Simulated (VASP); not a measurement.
TiAl: single point with PBEsol

TiAl:

```
CELL_PARAMETERS angstrom
2.23195 -1.28862 -1.82238
0.00000 2.57723 -1.82238
2.23195 1.28862 1.82238
ATOMIC_POSITIONS crystal
Al 0.00000 0.00000 0.00000
Ti 0.50000 0.50000 0.50000
```

* Program: VASP 6.6.1
* Task: single point
* Functional: PBEsol
* Potentials or basis: VASP PAW PBE potentials, release 64 (Al, Ti_sv)
* Cutoff: 520 eV
* k mesh: 12 × 12 × 12
* Occupations: gaussian, width 0.1 eV
* Spin: no spin polarisation
* Dipole correction: no
* Further INCAR settings: ALGO = Normal; EDIFF = 1e-06; NBANDS = 14

The pressure is 0.0 GPa.

Levels at points of the mesh, in eV from the Fermi level:
```csv
k point,band 3,band 4,band 5,band 6,band 7,band 8,band 9,band 10,band 11,band 12
"(0.00, 0.00, 0.00)",-32.92,-32.92,-9.35,-1.49,-1.49,1.83,1.83,1.83,4.52,4.52
"(0.50, 0.00, 0.00)",-32.91,-32.91,-6.04,-5.25,-0.57,0.14,0.14,2.05,3.10,6.56
"(0.50, 0.50, 0.00)",-33.08,-32.89,-5.07,-2.09,-2.09,-1.50,0.70,0.70,2.83,4.83
"(0.50, 0.50, 0.50)",-33.06,-33.06,-3.16,-3.16,-3.16,0.78,2.90,2.90,2.97,2.97
```

Run time: 18 s on 1 thread of AMD EPYC 9R45 96-Core Processor (Zen 5) (shared host), peak memory 0.13 GiB.

Caveat: the PAW data sets were made with another functional, which shifts forces and pressure a little.
